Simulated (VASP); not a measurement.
Write the native input for VASP 6.6.1 that does the following.

- Task: single point
- Functional: BLYP
- Potentials or basis: VASP PAW PBE potentials, release 64 (Nb_sv)
- Cutoff: 500 eV
- k mesh: 11 × 11 × 11
- Occupations: fermi-dirac, width 0.05 eV
- Spin: no spin polarisation
- Dipole correction: no
- Further INCAR settings: ALGO = Normal; EDIFF = 1e-06; NBANDS = 12

The structure of Nb lies in POSCAR:

```
Nb
1.0
   -1.6778385037      1.6778385037      1.6778385037
    1.6778385037     -1.6778385037      1.6778385037
    1.6778385037      1.6778385037     -1.6778385037
Nb
1
Direct
    0.0000000000      0.0000000000      0.0000000000
```

The input as run:

INCAR

```
SYSTEM = Nb
  PREC = Accurate
  ENCUT = 500
  EDIFF = 1E-6
  ISMEAR = -1
  SIGMA = 0.05
  LREAL = .FALSE.
  LASPH = .TRUE.
  NELM = 120
  ALGO = Normal
  ISIF = 2
  LWAVE = .FALSE.
  LCHARG = .FALSE.
  GGA = B5
  ALDAX = 1.0
  AGGAX = 1.0
  AGGAC = 1.0
  ALDAC = 0.0
  NBANDS = 12
  GGA_COMPAT = .FALSE.
```

KPOINTS

```
Automatic mesh
0
G
  11 11 11
  0 0 0
```

Potentials or basis: VASP PAW PBE potentials, release 64 (Nb_sv).

The run is started by

```console
$ cat potpaw_PBE.64/Nb_sv/POTCAR > POTCAR
$ mpirun -np 1 vasp_std > vasp.out
```

Results of the run:

The pressure is -0.1 GPa.

Caveat: the PAW data sets were made with another functional, which shifts forces and pressure a little.

Wall time 27 s on 1 thread of AMD EPYC 7R13, with other jobs on the host, peak memory 0.11 GiB.
